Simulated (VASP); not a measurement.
A run of VASP 6.6.1:

INCAR

```
ALGO = Normal
EDIFF = 1E-6
ENCUT = 600
GGA = PE
GGA_COMPAT = F
ISIF = 2
ISMEAR = -1
LASPH = T
LCHARG = F
LREAL = F
LWAVE = F
NBANDS = 19
NELM = 120
PREC = Accurate
SIGMA = 0.1
```

The input KPOINTS:

```
k-points
0
Gamma
  6 6 6
```

The input POSCAR:

```
CaF2
1.0
    0.0000000000      2.7551991703      2.7551991703
    2.7551991703      0.0000000000      2.7551991703
    2.7551991703      2.7551991703      0.0000000000
Ca F
1 2
Direct
    0.0000000000      0.0000000000      0.0000000000
    0.2499999986      0.2499999986      0.2499999986
    0.7500000014      0.7500000014      0.7500000014
```

Potentials or basis: VASP PAW PBE potentials, release 64 (Ca_sv, F).

Launch:

```sh
$ cat potpaw_PBE.64/Ca_sv/POTCAR potpaw_PBE.64/F/POTCAR > POTCAR
$ mpirun -np 1 vasp_std > vasp.out
```

Hardware: 1 thread of Intel(R) Xeon(R) Platinum 8375C CPU @ 2.90GHz (Ice Lake), with other jobs on the host.

Task: Estimate the wall time of this run.

Result: It took 9.2 s on 1 thread of Intel(R) Xeon(R) Platinum 8375C CPU @ 2.90GHz (Ice Lake) (shared host), peak memory 0.18 GiB. Counts: scf iterations 13, k points 16.
